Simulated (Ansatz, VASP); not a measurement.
# Two plane-wave programs on Al2O3

INCAR

```
PREC = Accurate
ENCUT = 520
EDIFF = 1E-6
ISMEAR = 0
SIGMA = 0.05
LREAL = False
LASPH = True
NELM = 100
ALGO = Normal
ISIF = 2
LWAVE = False
LCHARG = False
NBANDS = 20
```

File KPOINTS:

```
regular mesh
0
Gamma
  12 12 4
```

The input POSCAR:

```
Al2O3
1.0
    2.8967832423      0.0000000000      0.0000000000
   -1.4483916211      2.5086878770      0.0000000000
    0.0000000000      0.0000000000      7.2716505621
Al O
2 3
Direct
    0.0000000000      0.0000000000      0.2779510000
    0.0000000000      0.0000000000      0.7220490000
    0.3333333333      0.6666666667      0.1994540000
    0.6666666667      0.3333333333      0.8005460000
    0.0000000000      0.0000000000      0.5000000000
```

Input for Ansatz:

```yaml
crystal:
  lattice:
    - [2.8967832423, 0.0, 0.0]
    - [-1.4483916211, 2.508687877, 0.0]
    - [0.0, 0.0, 7.2716505621]
  atoms:
    - { symbol: Al, position: [0.0, 0.0, 0.277951] }
    - { symbol: Al, position: [0.0, 0.0, 0.722049] }
    - { symbol: O, position: [0.3333333333, 0.6666666667, 0.199454] }
    - { symbol: O, position: [0.6666666667, 0.3333333333, 0.800546] }
    - { symbol: O, position: [0.0, 0.0, 0.5] }
basis:
  ecutwfc: 420
kpoints:
  mp_grid: { grid: [12, 12, 4] }
hamiltonian:
  xc: lda
scf:
  occupations: { method: gaussian, width: 0.05 }
output:
  forces: true
  stress: true
  eigenvalues: true
```

Change from the starting cell: strain -0.040 along x and y, -0.040 along z, atoms carried along.

Alike in both runs: task single point; functional LDA; k mesh 12 × 12 × 4; occupations gaussian, width 0.05 eV; no spin polarisation.

|  | VASP | Ansatz |
| --- | --- | --- |
| version | VASP 6.6.1 | Ansatz 0.2.0 |
| potentials or method | VASP PAW LDA potentials, release 64 (Al, O), cutoff 520 eV | scalar-relativistic, plane waves, PAW |
| valence electrons in the cell | 24 | 24 |

```tsv
	VASP	Ansatz	Ansatz less VASP
gap on the k mesh at the Fermi level (eV)	3.09	3.09	+0.004
least direct gap on the mesh (eV)	3.09	3.09	+0.004
pressure (GPa)	16.1	14.6	-1.48
traceless stress, the component that is largest in VASP (GPa)	4.84	4.04	-0.804
rms of the force components (eV/Å)	0.510	0.445	-0.0657
```

LDA's correlation is that of Perdew and Zunger in VASP and of Perdew and Wang (1992) in Ansatz. Atom by atom the forces differ by 0.067 eV/Å (rms over components).
